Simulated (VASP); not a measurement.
# AlNi (P4/mmm) in VASP: notebook

Runs on AlNi. Level: PBEsol. Tasks: single point.

All numbers are computed with VASP 6.6.1; they aren't measurements. Logs are shortened: lines on timing, memory, paths and dates and some standing lists are left out, and cuts for length are marked.

## 1. The cell of the first run

It takes space group P4/mmm (No. 123, tetragonal). The conventional cell has a = 2.906 Å, b = 2.906 Å, c = 2.716 Å, α = 90.00°, β = 90.00°, γ = 90.00°. Al (site symmetry 4/mmm) has 8 Ni at 2.46 Å and 6 Al at 2.72 to 2.91 Å within 3.3 Å. Ni (site symmetry 4/mmm) has 8 Al at 2.46 Å and 6 Ni at 2.72 to 2.91 Å within 3.3 Å.

## 2. Single point, PBEsol

File INCAR:

```
  PREC = Accurate
  ENCUT = 520
  EDIFF = 1E-6
  ISMEAR = 0
  SIGMA = 0.15
  LREAL = F
  LASPH = T
  NELM = 80
  ALGO = Fast
  ISIF = 2
  LWAVE = F
  LCHARG = T
  GGA = PS
  LELF = T
  LVHAR = T
  NBANDS = 14
```

File KPOINTS:

```
regular mesh
0
Gamma
  16 16 16
```

File POSCAR:

```
AlNi
1.0
    2.0548796087     -2.0548250032      0.0000000000
    2.0548796087      2.0548250032      0.0000000000
    0.0000000000      0.0000000000      2.7159000000
Al Ni
1 1
Direct
    0.0000000000      0.0000000000      0.0000000000
    0.5000000000      0.5000000000      0.5000000000
```

Potentials or basis: VASP PAW PBE potentials, release 64 (Al, Ni).

On the command line:

```console
$ cat potpaw_PBE.64/Al/POTCAR potpaw_PBE.64/Ni/POTCAR > POTCAR
$ mpirun -np 1 vasp_std > vasp.out
```

OUTCAR:

```text
PREC = Accurate
   ENCUT = 520
   EDIFF = 1E-6
   ISMEAR = 0
   LREAL = F
   LASPH = T
   NELM = 80
   ISIF = 2
   GGA = PS

 ion  position               nearest neighbor table
   1  0.000  0.000  0.000-   2 2.46   2 2.46   2 2.46   2 2.46   2 2.46   2 2.46   2 2.46   2 2.46

   2  0.500  0.500  0.500-   1 2.46   1 2.46   1 2.46   1 2.46   1 2.46   1 2.46   1 2.46   1 2.46

  LATTYP: Found a base centered orthorhombic cell.
 ALAT       =     4.1096500064
 B/A-ratio  =     1.0000265743
 C/A-ratio  =     0.6608591962

  Lattice vectors:

 A1 = (  -2.0548796087,  -2.0548250032,   0.0000000000)
 A2 = (   2.0548796087,  -2.0548250032,   0.0000000000)
 A3 = (   0.0000000000,   0.0000000000,   2.7159000000)

Analysis of symmetry for initial positions (statically):
=====================================================================
 Subroutine PRICEL returns:
 Original cell was already a primitive cell.

 Routine SETGRP: Setting up the symmetry group for a
 base centered orthorhombic supercell.

 Subroutine GETGRP returns: Found  8 space group operations
 (whereof  8 operations were pure point group operations)
 out of a pool of  8 trial point group operations.

The static configuration has the point symmetry D_2h.

Analysis of symmetry for dynamics (positions and initial velocities):
=====================================================================
 Subroutine PRICEL returns:
 Original cell was already a primitive cell.

 Routine SETGRP: Setting up the symmetry group for a
 base centered orthorhombic supercell.

 Subroutine GETGRP returns: Found  8 space group operations
 (whereof  8 operations were pure point group operations)
 out of a pool of  8 trial point group operations.

The dynamic configuration has the point symmetry D_2h.

 Subroutine INISYM returns: Found  8 space group operations
 (whereof  8 operations are pure point group operations),
 and found     1 'primitive' translations

----------------------------------------------------------------------------------------

                                     Primitive cell

  volume of cell :      22.9353

  direct lattice vectors                    reciprocal lattice vectors
     2.054879609 -2.054825003  0.000000000     0.243323257 -0.243329724  0.000000000
     2.054879609  2.054825003  0.000000000     0.243323257  0.243329724  0.000000000
     0.000000000  0.000000000  2.715900000     0.000000000  0.000000000  0.368202069

  length of vectors
     2.906000000  2.906000000  2.715900000     0.344115623  0.344115623  0.368202069

  position of ions in fractional coordinates (direct lattice)
     0.000000000  0.000000000  0.000000000
     0.500000000  0.500000000  0.500000000

  ion indices of the primitive-cell ions
   primitive index   ion index
                 1           1
                 2           2

----------------------------------------------------------------------------------------

 KPOINTS: regular mesh

Automatic generation of k-mesh.
 Grid dimensions read from file:
 generate k-points for:   16   16   16

 Generating k-lattice:

  Cartesian coordinates                     Fractional coordinates (reciprocal lattice)
     0.015207704 -0.015208108  0.000000000     0.062500000  0.000000000  0.000000000
     0.015207704  0.015208108  0.000000000     0.000000000  0.062500000  0.000000000
     0.000000000  0.000000000  0.023012629     0.000000000  0.000000000  0.062500000

  Length of vectors
     0.021507226  0.021507226  0.023012629

  Shift w.r.t. Gamma in fractional coordinates (k-lattice)
     0.000000000  0.000000000  0.000000000

 Subroutine IBZKPT returns following result:
 ===========================================

 Found    657 irreducible k-points:

 Following reciprocal coordinates:
            Coordinates               Weight
  0.000000  0.000000  0.000000      1.000000
  0.062500  0.000000  0.000000      4.000000
  0.125000  0.000000  0.000000      4.000000
  0.187500  0.000000  0.000000      4.000000
  0.250000  0.000000  0.000000      4.000000
  0.312500  0.000000  0.000000      4.000000
[... 16 lines left out ...]
 -0.125000  0.062500  0.000000      4.000000
 -0.062500  0.062500  0.000000      2.000000
 [... further k-points ...]
   k-points           NKPTS =    657   k-points in BZ     NKDIM =    657   number of bands    NBANDS=     14
   number of dos      NEDOS =    301   number of ions     NIONS =      2
   total plane-waves  NPLWV =  11520
   dimension x,y,z NGX =    24 NGY =   24 NGZ =   20
   dimension x,y,z NGXF=    48 NGYF=   48 NGZF=   40
   ions per type =               1   1
   NGX,Y,Z   is equivalent  to a cutoff of  13.73, 13.73, 12.24 a.u.
   NGXF,Y,Z  is equivalent  to a cutoff of  27.46, 27.46, 24.48 a.u.
 SYSTEM =  unknown system
   PREC   = accura    normal or accurate (medium, high low for compatibility)
   ISTART =      0    job   : 0-new  1-cont  2-samecut
   ICHARG =      2    charge: 1-file 2-atom 10-const
   ISPIN  =      1    spin polarized calculation?
   LNONCOLLINEAR =      F non collinear calculations
   LSORBIT =      F    spin-orbit coupling
   LASPH  =      T    aspherical Exc in radial PAW
   ENCUT  =  520.0 eV  38.22 Ry    6.18 a.u.   5.40  5.40  5.05*2*pi/ulx,y,z
   NELM   =     80;   NELMIN=  2; NELMDL= -5     # of ELM steps
   EDIFF  = 0.1E-05   stopping-criterion for ELM
   LREAL  =      F    real-space projection
   EDIFFG = 0.1E-04   stopping-criterion for IOM
   NSW    =      0    number of steps for IOM
   IBRION =     -1    ionic relax: 0-MD 1-quasi-New 2-CG
   NFREE  =      0    steps in history (QN), initial steepest desc. (CG)
   ISIF   =      2    stress and relaxation
   ISYM   =      2    0-nonsym 1-usesym 2-fastsym
   POTIM  = 0.5000    time-step for ionic-motion
   TEBEG  =    0.0;   TEEND  =   0.0 temperature during run
   PSTRESS=    0.0 pullay stress
   NELECT =      13.0000    total number of electrons
   NUPDOWN=      -1.0000    fix difference up-down
   EMIN   =  10.00;   EMAX   =-10.00  energy-range for DOS
   EFERMI =   0.00;   METHOD = LEGACY
   ISMEAR =     0;   SIGMA  =   0.15  broadening in eV -4-tet -1-fermi 0-gaus
   EFERMI_NEDOS =   21; number of points for ismear=-14 and -15
   IALGO  =     68    algorithm
   IMIX   =      4    mixing-type and parameters
     AMIX     =   0.40;   BMIX     =  1.00
     AMIX_MAG =   1.60;   BMIX_MAG =  1.00
  volume/ion in A,a.u.               =      11.47        77.39
  Fermi-wavevector in a.u.,A,eV,Ry     =   1.354839  2.560274 24.974692  1.835588
  Thomas-Fermi vector in A             =   2.481977
   LORBIT       =      0    0 simple, 1 ext, 2 COOP (PROOUT), +10 PAW based schemes
   GGA     = PS    functional components
   LHFCALC =     F    Hartree Fock is set to
   AEXX    =    0.0000 exact exchange contribution
   IVDW    =     0    specifies the selected vdW correction
   LEPSILON=     F    determine dielectric tensor
   LRPA    =     F    only Hartree local field effects (RPA)
 non-spin polarized calculation
 RMM-DIIS sequential band-by-band and
 Gauss-broadening in eV      SIGMA  =   0.15
  energy-cutoff  :      520.00
  volume of cell :       22.94
 maximum number of plane-waves:       633
 NGX is ok and might be reduce to    24
   NGX = 11   NGY = 11   NGZ = 11

 number of electron      13.0000008 magnetization

 Free energy of the ion-electron system (eV)
  ---------------------------------------------------
  ext. energy  EPLUGINS =         0.00000000
  ---------------------------------------------------
  free energy    TOTEN  =       -11.56174122 eV

  energy without entropy =      -11.55218984  energy(sigma->0) =      -11.55696553

 E-fermi :  10.4667     XC(G=0): -12.3701

 val. band max:       10.4663730485   @ k =   0.4375   0.2500   0.3750
 cond. band min:      10.4695192999   @ k =   0.0000   0.0000   0.3750
 fundamental gap:      0.0031462513
 Fermi energy:        10.4666757284

 k-point     1 :       0.0000    0.0000    0.0000
  band No.  band energies     occupation
      1      -0.9863      2.00000
      2       6.9829      2.00000
      3       7.0179      2.00000
      4       8.6923      2.00000
      5       8.9050      2.00000
      6       8.9050      2.00000
      7      15.3171      0.00000
      8      15.3173      0.00000
      9      17.8800      0.00000
     10      18.4521      0.00000
     11      18.8026      0.00000
     12      25.1695      0.00000
     13      30.7955      0.00000
     14      32.4660      0.00000

 k-point     2 :       0.0625    0.0000    0.0000
  band No.  band energies     occupation
      1      -0.9154      2.00000
      2       6.9772      2.00000
      3       7.0289      2.00000
      4       8.6580      2.00000
      5       8.8813      2.00000
      6       8.9078      2.00000
      7      14.6204      0.00000
      8      15.4157      0.00000
      9      17.9672      0.00000
     10      18.6415      0.00000
     11      19.3141      0.00000
     12      25.3405      0.00000
     13      29.8845      0.00000
     14      31.7375      0.00000

 k-point     3 :       0.1250    0.0000    0.0000
  band No.  band energies     occupation
      1      -0.7034      2.00000
      2       6.9333      2.00000
      3       7.0721      2.00000
      4       8.5636      2.00000
      5       8.8150      2.00000
      6       8.9160      2.00000
      7      13.3291      0.00000
      8      15.7029      0.00000
      9      18.2243      0.00000
     10      18.6694      0.00000
     11      20.5594      0.00000
     12      25.8918      0.00000
     13      28.3751      0.00000
     14      30.3761      0.00000
[... 324 lines left out ...]
 k-point    23 :      -0.1250    0.0625    0.0000
  band No.  band energies     occupation
      1      -0.6331      2.00000
      2       6.9489      2.00000
      3       7.0678      2.00000
      4       8.5226      2.00000
      5       8.8175      2.00000
      6       8.8934      2.00000
      7      13.3971      0.00000
      8      14.9917      0.00000
      9      18.3106      0.00000
     10      19.3292      0.00000
     11      20.6558      0.00000
     12      26.0393      0.00000
     13      27.5230      0.00000
     14      30.4054      0.00000

 k-point    24 :      -0.0625    0.0625    0.0000
  band No.  band energies     occupation
      1      -0.8446      2.00000
      2       6.9802      2.00000
      3       7.0327      2.00000
      4       8.6218      2.00000
      5       8.8801      2.00000
      6       8.8884      2.00000
      7      14.6019      0.00000
      8      14.8234      0.00000
      9      18.0542      0.00000
     10      19.2763      0.00000
     11      19.3953      0.00000
     12      25.5071      0.00000
     13      28.9903      0.00000
     14      31.7838      0.00000

 [... further k-points ...]
[... 5 lines left out ...]
  --------------------------------------------------------------------------------------
  -------------------------------------------------------------------------------------
  Total        0.2797105      0.2807863      1.3023312      0.0000000      0.0000000      0.0000000
  in kB       19.5395439     19.6146935     90.9760373      0.0000000      0.0000000      0.0000000
  external PRESSURE =      43.3767583 kB  Pullay stress =       0.0000000 kB

 VOLUME and BASIS-vectors are now :
 -----------------------------------------------------------------------------
  energy-cutoff  :      520.00
  volume of cell :       22.94
      direct lattice vectors                 reciprocal lattice vectors
     2.054879609 -2.054825003  0.000000000     0.243323257 -0.243329724  0.000000000
     2.054879609  2.054825003  0.000000000     0.243323257  0.243329724  0.000000000
     0.000000000  0.000000000  2.715900000     0.000000000  0.000000000  0.368202069

 POSITION                                       TOTAL-FORCE (eV/Angst)
 -----------------------------------------------------------------------------------
      0.00000      0.00000      0.00000        -0.000000      0.000000      0.000000
      2.05488      0.00000      1.35795         0.000000      0.000000      0.000000
 -----------------------------------------------------------------------------------
    total drift:                                0.000000     -0.000000     -0.000000

  FREE ENERGIE OF THE ION-ELECTRON SYSTEM (eV)
  ---------------------------------------------------
  free  energy   TOTEN  =       -11.5617412180 eV

  energy  without entropy=      -11.5521898421  energy(sigma->0) =      -11.55696553
```

Run time: 1.7 min. Hardware: 1 thread of AMD EPYC 9R45 (Zen 5), shared host; peak memory 0.29 GiB.

Results:

```yaml
Free_energy: -11.5617 eV
Pressure: 4.3 GPa
```

Caveat: the PAW data sets were made with another functional, which shifts forces and pressure a little. Spin polarisation is off, so any magnetic state and its effect on volume and gap are missing.

(Continued in part 2 of 2.)
